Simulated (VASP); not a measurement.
# ZrCu (Cmmm) in VASP: a series of runs

The runs below take ZrCu through single point, with LDA.

Program: VASP 6.6.1. These are calculated values, not measurements. Logs are shortened: lines on timing, memory, paths and dates and some standing lists are left out, and cuts for length are marked.

### 1 The cell of the first run

Symmetry: Cmmm, No. 65, orthorhombic system. The conventional cell has a = 4.562 Å, b = 4.638 Å, c = 3.253 Å, α = 90.00°, β = 90.00°, γ = 90.00°. Within 3.7 Å of Zr (site symmetry mmm) lie 8 Cu at 2.80 to 2.83 Å and 6 Zr at 3.25 Å. Within 3.7 Å of Cu (site symmetry mmm) lie 8 Zr at 2.80 to 2.83 Å and 6 Cu at 3.25 Å.

### 2 Single point, LDA

File INCAR:

```
PREC = Accurate
ENCUT = 520
EDIFF = 1E-6
ISMEAR = -1
SIGMA = 0.05
LREAL = F
LASPH = T
NELM = 100
ALGO = Normal
ISIF = 2
LWAVE = F
LCHARG = F
GGA = CA
NBANDS = 18
```

File KPOINTS:

```
Automatic mesh
0
Gamma
  11 11 11
```

File POSCAR:

```
ZrCu
1.0
    3.2526640000     -0.0271055333      0.0000000000
   -0.0271055333      3.2526640000      0.0000000000
    0.0000000000      0.0000000000      3.2526640000
Zr Cu
1 1
Direct
    0.5000000000      0.5000000000      0.5000000000
    0.0000000000      0.0000000000      0.0000000000
```

Potentials or basis: VASP PAW LDA potentials, release 64 (Zr_sv, Cu).

Started as:

```sh
$ cat potpaw_LDA.64/Zr_sv/POTCAR potpaw_LDA.64/Cu/POTCAR > POTCAR
$ mpirun -np 1 vasp_std > vasp.out
```

OUTCAR:

```text
PREC = Accurate
   ENCUT = 520
   EDIFF = 1E-6
   ISMEAR = -1
   LREAL = F
   LASPH = T
   NELM = 100
   ISIF = 2
   GGA = CA

 ion  position               nearest neighbor table
   1  0.500  0.500  0.500-   2 2.80   2 2.80   2 2.80   2 2.80   2 2.83   2 2.83   2 2.83   2 2.83

   2  0.000  0.000  0.000-   1 2.80   1 2.80   1 2.80   1 2.80   1 2.83   1 2.83   1 2.83   1 2.83

  LATTYP: Found a base centered orthorhombic cell.
 ALAT       =     4.5616285298
 B/A-ratio  =     1.0168067227
 C/A-ratio  =     0.7130488550

  Lattice vectors:

 A1 = (   3.2526640000,  -0.0271055333,   0.0000000000)
 A2 = (  -0.0271055333,   3.2526640000,   0.0000000000)
 A3 = (   0.0000000000,   0.0000000000,   3.2526640000)

Analysis of symmetry for initial positions (statically):
=====================================================================
 Subroutine PRICEL returns:
 Original cell was already a primitive cell.

 Routine SETGRP: Setting up the symmetry group for a
 base centered orthorhombic supercell.

 Subroutine GETGRP returns: Found  8 space group operations
 (whereof  8 operations were pure point group operations)
 out of a pool of  8 trial point group operations.

The static configuration has the point symmetry D_2h.

Analysis of symmetry for dynamics (positions and initial velocities):
=====================================================================
 Subroutine PRICEL returns:
 Original cell was already a primitive cell.

 Routine SETGRP: Setting up the symmetry group for a
 base centered orthorhombic supercell.

 Subroutine GETGRP returns: Found  8 space group operations
 (whereof  8 operations were pure point group operations)
 out of a pool of  8 trial point group operations.

The dynamic configuration has the point symmetry D_2h.

 Subroutine INISYM returns: Found  8 space group operations
 (whereof  8 operations are pure point group operations),
 and found     1 'primitive' translations

----------------------------------------------------------------------------------------

                                     Primitive cell

  volume of cell :      34.4102

  direct lattice vectors                    reciprocal lattice vectors
     3.252664000 -0.027105533  0.000000000     0.307461653  0.002562180  0.000000000
    -0.027105533  3.252664000  0.000000000     0.002562180  0.307461653  0.000000000
     0.000000000  0.000000000  3.252664000     0.000000000  0.000000000  0.307440301

  length of vectors
     3.252776938  3.252776938  3.252664000     0.307472328  0.307472328  0.307440301

  position of ions in fractional coordinates (direct lattice)
     0.500000000  0.500000000  0.500000000
     0.000000000  0.000000000  0.000000000

  ion indices of the primitive-cell ions
   primitive index   ion index
                 1           1
                 2           2

----------------------------------------------------------------------------------------

 KPOINTS: Automatic mesh

Automatic generation of k-mesh.
 Grid dimensions read from file:
 generate k-points for:   11   11   11

 Generating k-lattice:

  Cartesian coordinates                     Fractional coordinates (reciprocal lattice)
     0.027951059  0.000232925  0.000000000     0.090909091  0.000000000  0.000000000
     0.000232925  0.027951059  0.000000000     0.000000000  0.090909091  0.000000000
     0.000000000  0.000000000  0.027949118     0.000000000  0.000000000  0.090909091

  Length of vectors
     0.027952030  0.027952030  0.027949118

  Shift w.r.t. Gamma in fractional coordinates (k-lattice)
     0.000000000  0.000000000  0.000000000

 Subroutine IBZKPT returns following result:
 ===========================================

 Found    216 irreducible k-points:

 Following reciprocal coordinates:
            Coordinates               Weight
  0.000000  0.000000  0.000000      1.000000
  0.090909 -0.000000  0.000000      4.000000
  0.181818  0.000000  0.000000      4.000000
  0.272727 -0.000000  0.000000      4.000000
  0.363636 -0.000000  0.000000      4.000000
  0.454545 -0.000000  0.000000      4.000000
[... 16 lines left out ...]
 -0.272727  0.181818  0.000000      4.000000
 -0.181818  0.181818  0.000000      2.000000
 [... further k-points ...]
   k-points           NKPTS =    216   k-points in BZ     NKDIM =    216   number of bands    NBANDS=     18
   number of dos      NEDOS =    301   number of ions     NIONS =      2
   total plane-waves  NPLWV =  13824
   dimension x,y,z NGX =    24 NGY =   24 NGZ =   24
   dimension x,y,z NGXF=    48 NGYF=   48 NGZF=   48
   ions per type =               1   1
   NGX,Y,Z   is equivalent  to a cutoff of  12.27, 12.27, 12.27 a.u.
   NGXF,Y,Z  is equivalent  to a cutoff of  24.53, 24.53, 24.53 a.u.
 SYSTEM =  unknown system
   PREC   = accura    normal or accurate (medium, high low for compatibility)
   ISTART =      0    job   : 0-new  1-cont  2-samecut
   ICHARG =      2    charge: 1-file 2-atom 10-const
   ISPIN  =      1    spin polarized calculation?
   LNONCOLLINEAR =      F non collinear calculations
   LSORBIT =      F    spin-orbit coupling
   LASPH  =      T    aspherical Exc in radial PAW
   ENCUT  =  520.0 eV  38.22 Ry    6.18 a.u.   6.05  6.05  6.05*2*pi/ulx,y,z
   NELM   =    100;   NELMIN=  2; NELMDL= -5     # of ELM steps
   EDIFF  = 0.1E-05   stopping-criterion for ELM
   LREAL  =      F    real-space projection
   EDIFFG = 0.1E-04   stopping-criterion for IOM
   NSW    =      0    number of steps for IOM
   IBRION =     -1    ionic relax: 0-MD 1-quasi-New 2-CG
   NFREE  =      0    steps in history (QN), initial steepest desc. (CG)
   ISIF   =      2    stress and relaxation
   ISYM   =      2    0-nonsym 1-usesym 2-fastsym
   POTIM  = 0.5000    time-step for ionic-motion
   TEBEG  =    0.0;   TEEND  =   0.0 temperature during run
   PSTRESS=    0.0 pullay stress
   NELECT =      23.0000    total number of electrons
   NUPDOWN=      -1.0000    fix difference up-down
   EMIN   =  10.00;   EMAX   =-10.00  energy-range for DOS
   EFERMI =   0.00;   METHOD = LEGACY
   ISMEAR =    -1;   SIGMA  =   0.05  broadening in eV -4-tet -1-fermi 0-gaus
   EFERMI_NEDOS =   21; number of points for ismear=-14 and -15
   IALGO  =     38    algorithm
   IMIX   =      4    mixing-type and parameters
     AMIX     =   0.40;   BMIX     =  1.00
     AMIX_MAG =   1.60;   BMIX_MAG =  1.00
  volume/ion in A,a.u.               =      17.21       116.11
  Fermi-wavevector in a.u.,A,eV,Ry     =   1.431380  2.704916 27.876281  2.048849
  Thomas-Fermi vector in A             =   2.551123
   LORBIT       =      0    0 simple, 1 ext, 2 COOP (PROOUT), +10 PAW based schemes
   GGA     = CA    functional components
   LHFCALC =     F    Hartree Fock is set to
   AEXX    =    0.0000 exact exchange contribution
   IVDW    =     0    specifies the selected vdW correction
   LEPSILON=     F    determine dielectric tensor
   LRPA    =     F    only Hartree local field effects (RPA)
 non-spin polarized calculation
  energy-cutoff  :      520.00
  volume of cell :       34.41
 maximum number of plane-waves:       950
   NGX = 13   NGY = 13   NGZ = 13

 number of electron      22.9999977 magnetization

 Free energy of the ion-electron system (eV)
  ---------------------------------------------------
  ext. energy  EPLUGINS =         0.00000000
  ---------------------------------------------------
  free energy    TOTEN  =       -14.19190372 eV

  energy without entropy =      -14.16804599  energy(sigma->0) =      -14.17997485

 E-fermi :   8.5363     XC(G=0): -12.0235

 val. band max:        8.5294738392   @ k =  -0.3636   0.1818   0.0000
 cond. band min:       8.5365024892   @ k =  -0.1818   0.0909   0.0909
 fundamental gap:      0.0070286500
 Fermi energy:         8.5363464583

 k-point     1 :       0.0000    0.0000    0.0000
  band No.  band energies     occupation
      1     -40.0043      2.00000
      2     -17.9692      2.00000
      3     -17.9612      2.00000
      4     -17.9529      2.00000
      5       1.3421      2.00000
      6       4.3771      2.00000
[... 10 lines left out ...]
     17      15.4316      0.00000
     18      15.4500      0.00000

 k-point     2 :       0.0909   -0.0000    0.0000
  band No.  band energies     occupation
      1     -40.0010      2.00000
      2     -18.0030      2.00000
      3     -17.9580      2.00000
      4     -17.9564      2.00000
      5       1.4962      2.00000
      6       4.4222      2.00000
[... 10 lines left out ...]
     17      16.0010      0.00000
     18      16.0011      0.00000

 k-point     3 :       0.1818    0.0000    0.0000
  band No.  band energies     occupation
      1     -39.9920      2.00000
      2     -18.1092      2.00000
      3     -17.9492      2.00000
      4     -17.9487      2.00000
      5       1.9408      2.00000
      6       4.5475      2.00000
[... 10 lines left out ...]
     17      17.1900      0.00000
     18      17.1916      0.00000

 k-point     4 :       0.2727   -0.0000    0.0000
  band No.  band energies     occupation
      1     -39.9803      2.00000
      2     -18.2464      2.00000
      3     -17.9377      2.00000
      4     -17.9375      2.00000
      5       2.6277      2.00000
      6       4.7262      2.00000
[... 375 lines left out ...]
      4     -17.9140      2.00000
      5       3.7117      2.00000
      6       4.7920      2.00000
[... 10 lines left out ...]
     17      17.8156      0.00000
     18      19.6754      0.00000

 k-point    23 :      -0.2727    0.1818    0.0000
  band No.  band energies     occupation
      1     -39.9684      2.00000
      2     -18.2274      2.00000
      3     -18.0781      2.00000
      4     -17.9249      2.00000
      5       3.0383      2.00000
      6       4.7375      2.00000
[... 10 lines left out ...]
     17      16.8552      0.00000
     18      19.3548      0.00000

 k-point    24 :      -0.1818    0.1818    0.0000
  band No.  band energies     occupation
      1     -39.9800      2.00000
      2     -18.0947      2.00000
      3     -18.0909      2.00000
      4     -17.9368      2.00000
      5       2.4555      2.00000
      6       4.6510      2.00000
[... 10 lines left out ...]
     17      16.1489      0.00000
     18      18.3233      0.00000

 [... further k-points ...]
[... 5 lines left out ...]
  --------------------------------------------------------------------------------------
  -------------------------------------------------------------------------------------
  Total       -1.4059148     -1.4059148     -1.4081389      0.1501697      0.0000000      0.0000000
  in kB      -65.4609238    -65.4609238    -65.5644814      6.9920635      0.0000000      0.0000000
  external PRESSURE =     -65.4954430 kB  Pullay stress =       0.0000000 kB

 VOLUME and BASIS-vectors are now :
 -----------------------------------------------------------------------------
  energy-cutoff  :      520.00
  volume of cell :       34.41
      direct lattice vectors                 reciprocal lattice vectors
     3.252664000 -0.027105533  0.000000000     0.307461653  0.002562180  0.000000000
    -0.027105533  3.252664000  0.000000000     0.002562180  0.307461653  0.000000000
     0.000000000  0.000000000  3.252664000     0.000000000  0.000000000  0.307440301

 POSITION                                       TOTAL-FORCE (eV/Angst)
 -----------------------------------------------------------------------------------
      1.61278      1.61278      1.62633         0.000000      0.000000      0.000000
      0.00000      0.00000      0.00000        -0.000000      0.000000      0.000000
 -----------------------------------------------------------------------------------
    total drift:                                0.000000      0.000000     -0.000000

  FREE ENERGIE OF THE ION-ELECTRON SYSTEM (eV)
  ---------------------------------------------------
  free  energy   TOTEN  =       -14.1919037174 eV

  energy  without entropy=      -14.1680459913  energy(sigma->0) =      -14.17997485
```

Wall time 50 s (1 thread of AMD EPYC 9R45 (Zen 5), shared host); peak memory 0.21 GiB.

Results:

```yaml
Free_energy: -14.1919 eV
Pressure: -6.5 GPa
```

Stress tensor (GPa, compression positive):
```
-6.55  0.70  0.00
 0.70 -6.55  0.00
 0.00  0.00 -6.56
```

### 3 Single point, LDA

File INCAR:

```
SYSTEM = ZrCu
  ALGO = Normal
  EDIFF = 1E-6
  ENCUT = 520
  GGA = CA
  ISIF = 2
  ISMEAR = -1
  LASPH = .TRUE.
  LCHARG = .FALSE.
  LREAL = .FALSE.
  LWAVE = .FALSE.
  NBANDS = 18
  NELM = 100
  PREC = Accurate
  SIGMA = 0.05
```

File KPOINTS:

```
k-points
0
G
  11 11 11
  0 0 0
```

File POSCAR:

```
ZrCu
1.0
    3.2526640000      0.0271055333      0.0000000000
    0.0271055333      3.2526640000      0.0000000000
    0.0000000000      0.0000000000      3.2526640000
Zr Cu
1 1
Direct
    0.5000000000      0.5000000000      0.5000000000
    0.0000000000      0.0000000000      0.0000000000
```

Potentials or basis: VASP PAW LDA potentials, release 64 (Zr_sv, Cu).

Started as:

```sh
$ cat potpaw_LDA.64/Zr_sv/POTCAR potpaw_LDA.64/Cu/POTCAR > POTCAR
$ mpirun -np 1 vasp_std > vasp.out
```

Wall time 52 s (1 thread of AMD EPYC 9R45 (Zen 5), shared host); peak memory 0.21 GiB.

The run converged. Its results:

- Free energy: -14.1919 eV
- Pressure: -6.6 GPa

Stress tensor (GPa, compression positive):
```
-6.56 -0.70  0.00
-0.70 -6.56  0.00
 0.00  0.00 -6.57
```

Levels at points of the mesh, in eV from the Fermi level:
```tsv
k point	band 9	band 10	band 11	band 12	band 13	band 14	band 15	band 16
(0.00, 0.00, 0.00)	-3.10	-3.07	-0.11	-0.11	3.96	3.96	3.97	6.88
```

### 4 Single point, LDA

File INCAR:

```
ALGO = Normal ; EDIFF = 1E-6
ENCUT = 520 ; ISIF = 2
ISMEAR = -1 ; LASPH = True
LCHARG = False ; LREAL = False
LWAVE = False ; NBANDS = 18
NELM = 80 ; PREC = Accurate
SIGMA = 0.05
```

File KPOINTS:

```
k-points
0
Gamma
  11 11 11
```

File POSCAR:

```
ZrCu
1.0
    3.2526640000      0.0542110667      0.0000000000
    0.0542110667      3.2526640000      0.0000000000
    0.0000000000      0.0000000000      3.2526640000
Zr Cu
1 1
Direct
    0.5000000000      0.5000000000      0.5000000000
    0.0000000000      0.0000000000      0.0000000000
```

Started as:

```sh
$ cat potpaw_LDA.64/Zr_sv/POTCAR potpaw_LDA.64/Cu/POTCAR > POTCAR
$ mpirun -np 1 vasp_std > vasp.out
```

Wall time 49 s (1 thread of AMD EPYC 9R45 (Zen 5), shared host); peak memory 0.21 GiB.

Results (log left out):

```yaml
Free_energy: -14.1885 eV
Pressure: -6.4 GPa
```

Stress tensor (GPa, compression positive):
```
-6.43 -1.37  0.00
-1.37 -6.43  0.00
 0.00  0.00 -6.47
```

Levels at points of the mesh, in eV from the Fermi level:
```csv
k point,band 8,band 9,band 10,band 11,band 12,band 13,band 14,band 15,band 16,band 17
"(0.00, 0.00, 0.00)",-3.16,-3.10,-3.05,-0.10,-0.10,3.95,3.96,3.98,6.87,6.90
```

### 5 The runs side by side

| cell | gap on the mesh (eV) | pressure (GPa) |
| --- | --- | --- |
| a = 3.253 Å, angles 90.0, 90.0, 91.0°, 2 atoms | none | -6.5 |
| a = 3.253 Å, angles 90.0, 90.0, 89.0°, 2 atoms | none | -6.6 |
| a = 3.253 Å, angles 90.0, 90.0, 88.1°, 2 atoms | none | -6.4 |

Alike in all rows: task single point; level LDA; potentials or basis VASP PAW LDA potentials, release 64 (Zr_sv, Cu); no spin polarisation; k mesh 11 × 11 × 11; cutoff (eV) 520; smearing fermi-dirac 0.05 eV.

Total energies depend on the potentials used, so only differences within one code and one set of settings carry meaning.
